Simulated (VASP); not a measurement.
# Y2Lu3F (P6/mmm) in VASP: a series of runs, part 2 of 2

VASP 6.6.1. The steps go on from the part before.

### 4 Relaxation of cell and atoms, PBE

Input file INCAR:

```
PREC = Accurate ; ENCUT = 600
EDIFF = 1E-7 ; ISMEAR = 0
SIGMA = 0.1 ; LREAL = F
LASPH = T ; NELM = 60
ALGO = Normal ; ISIF = 3
LWAVE = F ; LCHARG = F
GGA = PE ; IBRION = 2
NSW = 90 ; EDIFFG = -0.04
```

Input file KPOINTS:

```
Automatic mesh
0
Gamma
  3 3 4
```

Input file POSCAR:

```
Y2Lu3F
1.0
    6.0196320300      0.0000000000      0.0000000000
   -3.0098160200      5.2131542600      0.0000000000
    0.0000000000      0.0000000000      3.9963567600
Y Lu F
2 3 1
Direct
    0.6666666700      0.3333333300      0.0000000000
    0.3333333300      0.6666666700      0.0000000000
    0.0000000000      0.5000000000      0.5000000000
    0.5000000000      0.5000000000      0.5000000000
    0.5000000000      0.0000000000      0.5000000000
    0.0000000000      0.0000000000      0.0000000000
```

Potentials or basis: VASP PAW PBE potentials, release 64 (Y_sv, Lu, F).

Command:

```
cat potpaw_PBE.64/Y_sv/POTCAR potpaw_PBE.64/Lu/POTCAR potpaw_PBE.64/F/POTCAR > POTCAR
mpirun -np 1 vasp_std > vasp.out
```

OUTCAR:

```text
PREC = Accurate
   ENCUT = 600
   EDIFF = 1E-7
   ISMEAR = 0
   LREAL = F
   LASPH = T
   NELM = 60
   ISIF = 3
   GGA = PE
   IBRION = 2
   NSW = 90
   EDIFFG = -0.04

 ion  position               nearest neighbor table
   1  0.667  0.333  0.000-   3 2.65   3 2.65   5 2.65   5 2.65   4 2.65   4 2.65   2 3.48   2 3.48
                             2 3.48
   2  0.333  0.667  0.000-   3 2.65   3 2.65   5 2.65   5 2.65   4 2.65   4 2.65   1 3.48   1 3.48
                             1 3.48
   3  0.000  0.500  0.500-   1 2.65   2 2.65   1 2.65   2 2.65   5 3.01   5 3.01   4 3.01   4 3.01

   4  0.500  0.500  0.500-   1 2.65   2 2.65   1 2.65   2 2.65   3 3.01   3 3.01   5 3.01   5 3.01

   5  0.500  0.000  0.500-   1 2.65   2 2.65   1 2.65   2 2.65   3 3.01   3 3.01   4 3.01   4 3.01

   6  0.000  0.000  0.000-

  LATTYP: Found a hexagonal cell.
 ALAT       =     6.0196320300
 C/A-ratio  =     0.6638872177

  Lattice vectors:
[... 881 lines left out ...]

[... ionic steps 4 to 8 ...]

--------------------------------------- Ionic step        9  -------------------------------------------

 number of electron     103.9999855 magnetization

------------------------ aborting loop because EDIFF is reached ----------------------------------------
[... 75 lines left out ...]
--------------------------------------- Ionic step       11  -------------------------------------------

 number of electron     103.9999976 magnetization

 Free energy of the ion-electron system (eV)
  ---------------------------------------------------
  ext. energy  EPLUGINS =         0.00000000
  ---------------------------------------------------
  free energy    TOTEN  =       -25.43998002 eV

  energy without entropy =      -25.37595426  energy(sigma->0) =      -25.40796714

 E-fermi :   1.3343     XC(G=0):  -9.0939

 val. band max:        1.3207746841   @ k =   0.3333   0.0000   0.0000
 cond. band min:       1.3646724463   @ k =   0.0000   0.0000   0.0000
 fundamental gap:      0.0438977622
 Fermi energy:         1.3343068599

 k-point     1 :       0.0000    0.0000    0.0000
  band No.  band energies     occupation
      1     -55.1374      2.00000
      2     -55.0847      2.00000
      3     -55.0847      2.00000
      4     -41.7955      2.00000
      5     -41.7673      2.00000
      6     -26.2370      2.00000
[... 607 lines left out ...]
  FREE ENERGIE OF THE ION-ELECTRON SYSTEM (eV)
  ---------------------------------------------------
  free  energy   TOTEN  =       -25.4399800248 eV

  energy  without entropy=      -25.3759542610  energy(sigma->0) =      -25.40796714

 reached required accuracy - stopping structural energy minimisation
```

CONTCAR:

```text
Y2Lu3F
   1.00000000000000
     6.2675064389058974    0.0000000000600060   -0.0000000000000000
    -3.1337532246068700    5.4278197950424927    0.0000000000000000
     0.0000000000000000    0.0000000000000000    5.7464321845314421
  Y               Lu              F
     2     3     1
Direct
     0.6666666699999979    0.3333333300000021    0.0000000000000000
     0.3333333300000021    0.6666666699999979    0.0000000000000000
     0.0000000000000000    0.5000000000000000    0.5000000000000000
     0.5000000000000000    0.5000000000000000    0.5000000000000000
     0.5000000000000000    0.0000000000000000    0.5000000000000000
     0.0000000000000000    0.0000000000000000    0.0000000000000000

  0.00000000E+00  0.00000000E+00  0.00000000E+00
  0.00000000E+00  0.00000000E+00  0.00000000E+00
  0.00000000E+00  0.00000000E+00  0.00000000E+00
  0.00000000E+00  0.00000000E+00  0.00000000E+00
  0.00000000E+00  0.00000000E+00  0.00000000E+00
  0.00000000E+00  0.00000000E+00  0.00000000E+00
```

It took 13 min on 1 thread of Intel Xeon 6975P-C (Granite Rapids), shared host; peak memory 0.33 GiB.

Results:

```yaml
Free_energy: -25.4400 eV
Relaxed_volume: 32.58 Å³/atom
Relaxed_cell: a = 6.268 Å, b = 6.268 Å, c = 5.746 Å, α = 90.00°, β = 90.00°, γ = 120.00°
Space_group_after_relaxing_to_0.1_Å: P6/mmm (No. 191)
Energy_gained_by_relaxing: 1295.0 meV/atom
Ionic_steps: 11
Pressure_after_relaxing: 0.0 GPa
Band_gap_on_the_k_mesh: zero (bands 52 and 53 overlap by 0.50 eV)
```

The path:
```tsv
step	energy change (eV)	largest force (eV/Å)	pressure (GPa)	volume (Å³)
1	0.0000	0.0000	32.09	125.41
2	-6.9727	0.0000	1.43	217.09
3	-6.9096	0.0000	-2.01	230.59
4	-6.9516	0.0000	-1.41	225.02
5	-6.9678	0.0000	-0.88	220.65
6	-7.2817	0.0000	-1.11	217.79
7	-7.6718	0.0000	-2.12	206.14
8	-7.6781	0.0000	-1.88	209.99
9	-7.6885	0.0000	-1.93	209.04
10	-7.7538	0.0000	0.99	189.71
11	-7.7700	0.0000	0.03	195.49
```

Final structure:
```xyz
6
Lattice="6.2675 0.0000 0.0000 -3.1338 5.4278 0.0000 0.0000 0.0000 5.7464" Properties=species:S:1:pos:R:3 pbc="T T T"
Y     3.1338    1.8093    0.0000
Y     0.0000    3.6185    0.0000
Lu   -1.5669    2.7139    2.8732
Lu    1.5669    2.7139    2.8732
Lu    3.1338    0.0000    2.8732
F     0.0000    0.0000    0.0000
```

Caveat: the k points lie up to 0.39 Å⁻¹ apart in the final cell; the volume moved by over 15 % at a fixed basis, so the end points are rough; spin-orbit coupling is left out, which moves the levels of the heavy elements.

### 5 Single point, PBE

This run uses another cell than the first one, of 34.01 Å³/atom.

Input file INCAR:

```
PREC = Accurate
ENCUT = 520
EDIFF = 1E-7
ISMEAR = 0
SIGMA = 0.1
LREAL = F
LASPH = T
NELM = 60
ALGO = Normal
ISIF = 2
LWAVE = F
LCHARG = T
GGA = PE
LELF = T
LVHAR = T
NBANDS = 61
```

Input file KPOINTS:

```
regular mesh
0
Gamma
  6 6 6
```

Input file POSCAR:

```
Y2Lu3F
1.0
    6.2460347691      0.0000000000      0.0000000000
   -3.1230173846      5.4092247830      0.0000000000
    0.0000000000      0.0000000000      6.0399456080
Y Lu F
2 3 1
Direct
    0.6666666667      0.3333333333      0.0000000000
    0.3333333333      0.6666666667      0.0000000000
    0.0000000000      0.5000000000      0.5000000000
    0.5000000000      0.5000000000      0.5000000000
    0.5000000000      0.0000000000      0.5000000000
    0.0000000000      0.0000000000      0.0000000000
```

Command:

```
cat potpaw_PBE.64/Y_sv/POTCAR potpaw_PBE.64/Lu/POTCAR potpaw_PBE.64/F/POTCAR > POTCAR
mpirun -np 1 vasp_std > vasp.out
```

Run time: 4.7 min. Hardware: 1 thread of Intel Xeon 6975P-C (Granite Rapids), shared host; peak memory 0.52 GiB.

The run converged. Its results:

| Quantity | Value |
| --- | --- |
| Free energy | -25.8588 eV |
| Pressure | 0.0 GPa |
| Band gap on the k mesh | zero (bands 52 and 53 overlap by 0.56 eV) |

Stress tensor (GPa, compression positive):
```
 0.05  0.00  0.00
 0.00  0.05  0.00
 0.00  0.00 -0.08
```

Levels at points of the mesh, in eV from the Fermi level:
```tsv
k point	band 48	band 49	band 50	band 51	band 52	band 53	band 54	band 55	band 56	band 57
(0.00, 0.00, 0.00)	-1.00	-1.00	-0.72	-0.65	-0.05	0.11	0.11	0.15	0.15	0.52
(0.50, 0.00, 0.00)	-0.64	-0.59	-0.34	-0.23	-0.15	-0.12	-0.03	0.14	0.34	0.51
(0.00, 0.00, 0.50)	-1.91	-1.47	-1.47	-0.65	0.45	0.45	0.49	0.49	0.64	0.66
(0.50, 0.00, 0.50)	-1.70	-1.39	-1.31	-0.20	0.12	0.13	0.44	0.44	0.45	0.59
```

Caveat: spin-orbit coupling is left out, which moves the levels of the heavy elements.

### 6 Summary

```tsv
task	cell	k mesh	cutoff (eV)	gap on the mesh (eV)	pressure (GPa)
single point	a = 6.020, b = 6.020, c = 3.996 Å, angles 90.0, 90.0, 120.0°, 6 atoms	3 × 3 × 4	520	none	32.0
single point	a = 6.228, b = 6.228, c = 5.992 Å, angles 90.0, 90.0, 120.0°, 6 atoms	3 × 3 × 4	520	none	0.2
relaxation of cell and atoms	relaxed from a = 6.020, b = 6.020, c = 3.996 Å, angles 90.0, 90.0, 120.0°, 6 atoms	3 × 3 × 4	600	none	0.0
single point	a = 6.246, b = 6.246, c = 6.040 Å, angles 90.0, 90.0, 120.0°, 6 atoms	6 × 6 × 6	520	none	0.0
```

Alike in all rows: level PBE; potentials or basis VASP PAW PBE potentials, release 64 (Y_sv, Lu, F); no spin polarisation; smearing gaussian 0.1 eV.

Caveats: some runs use coarse meshes; spin-orbit coupling is left out, which moves the levels of the heavy elements; the volume moved by over 15 % at a fixed basis, so the end points are rough (at least some runs).

Absolute energies hang on the potentials; compare differences alone.

The gap in the log of VASP goes by the Fermi energy; the results here count the filled bands.